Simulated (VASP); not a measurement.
Crystal: Ba.

```xyz
1
Lattice="-2.5065 2.5065 2.5065 2.5065 -2.5065 2.5065 2.5065 2.5065 -2.5065" Properties=species:S:1:pos:R:3 pbc="T T T"
Ba    0.0000    0.0000    0.0000
```

```yaml
Program: VASP 6.6.1
Task: relaxation of cell and atoms
Functional: PBEsol
Potentials_or_basis: VASP PAW PBE potentials, release 64 (Ba_sv)
Cutoff: 600 eV
k_mesh: 6 × 6 × 6
Occupations: methfessel-paxton, width 0.05 eV
Spin: no spin polarisation
```

At the start: pressure -0.5 GPa; volume 62.99 Å³/atom.

Q: Where does the relaxation end?

A: Over 4 steps the energy falls by 5.9 meV/atom and the volume is 59.28 Å³/atom (-5.9 %); space group Im-3m (No. 229, to 0.1 Å) before and after.

The path:
```csv
step,energy change (eV),largest force (eV/Å),pressure (GPa),volume (Å³)
1,0.0000,0.0000,-0.46,62.99
2,-0.0039,0.0000,-0.30,61.34
3,-0.0056,0.0000,0.12,58.48
4,-0.0059,0.0000,0.01,59.28
```

Final structure:
```
Ba
1.0
    -2.45627    2.45627    2.45627
     2.45627   -2.45627    2.45627
     2.45627    2.45627   -2.45627
Ba
1
Direct
  0.00000 0.00000 0.00000
```

Caveat: the PAW data sets were made with another functional, which shifts forces and pressure a little.
